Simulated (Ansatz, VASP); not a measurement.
Br: VASP beside Ansatz

File INCAR:

```
SYSTEM = Br
PREC = Accurate ; ENCUT = 520
EDIFF = 1E-6 ; ISMEAR = 0
SIGMA = 0.02 ; LREAL = .False.
LASPH = .True. ; NELM = 80
ALGO = Normal ; ISIF = 2
LWAVE = .False. ; LCHARG = .False.
GGA = PE ; IVDW = 12
NBANDS = 38
```

Contents of KPOINTS:

```
regular mesh
0
Gamma
  4 8 4
  0 0 0
```

File POSCAR:

```
Br
1.0
    6.9880430143      0.0000000000      0.0000000000
    0.0000000000      4.1514961186      0.0000000000
    0.0000000000      0.0000000000      8.5728381361
Br
8
Direct
    0.5000000000      0.3490223922      0.1191043514
    0.5000000000      0.8490223922      0.3808956486
    0.5000000000      0.6509776078      0.8808956486
    0.5000000000      0.1509776078      0.6191043514
    0.0000000000      0.8490223922      0.1191043514
    0.0000000000      0.3490223922      0.3808956486
    0.0000000000      0.1509776078      0.8808956486
    0.0000000000      0.6509776078      0.6191043514
```

Input for Ansatz:

```yaml
crystal:
  lattice:
    - [6.9880430143, 0.0, 0.0]
    - [0.0, 4.1514961186, 0.0]
    - [0.0, 0.0, 8.5728381361]
  atoms:
    - { symbol: Br, position: [0.5, 0.3490223922, 0.1191043514] }
    - { symbol: Br, position: [0.5, 0.8490223922, 0.3808956486] }
    - { symbol: Br, position: [0.5, 0.6509776078, 0.8808956486] }
    - { symbol: Br, position: [0.5, 0.1509776078, 0.6191043514] }
    - { symbol: Br, position: [0.0, 0.8490223922, 0.1191043514] }
    - { symbol: Br, position: [0.0, 0.3490223922, 0.3808956486] }
    - { symbol: Br, position: [0.0, 0.1509776078, 0.8808956486] }
    - { symbol: Br, position: [0.0, 0.6509776078, 0.6191043514] }
basis:
  ecutwfc: 420
kpoints:
  mp_grid: { grid: [4, 8, 4] }
  band_path: { path: [VBM, CBM], npoints: 2 }
hamiltonian:
  xc: pbe
  dispersion: d3bj
scf:
  occupations: { method: gaussian, width: 0.02 }
output:
  forces: true
  stress: true
  eigenvalues: true
checkpoint:
  read: start.run
  write: ck
  compress: false
  write_wavefunctions: false
  write_every: 100000
```

Alike in both runs: task single point; functional PBE; dispersion D3(BJ); k mesh 4 × 8 × 4; occupations gaussian, width 0.02 eV; no spin polarisation.

```csv
,VASP,Ansatz
version,VASP 6.6.1,Ansatz 0.2.0
potentials or method,"VASP PAW PBE potentials, release 64 (Br), cutoff 520 eV","scalar-relativistic, plane waves, PAW"
valence electrons in the cell,56,56
```

|  | VASP | Ansatz | Ansatz less VASP |
| --- | --- | --- | --- |
| gap on the k mesh at the Fermi level (eV) | 1.32 | 1.32 | -0.002 |
| least direct gap on the mesh (eV) | 1.33 | 1.33 | -0.002 |
| pressure (GPa) | 0.0 | 0.0 | -0.01 |
| rms of the force components (eV/Å) | 0.005 | 0.003 | -0.0028 |

Atom by atom the forces differ by 0.003 eV/Å (rms over components).
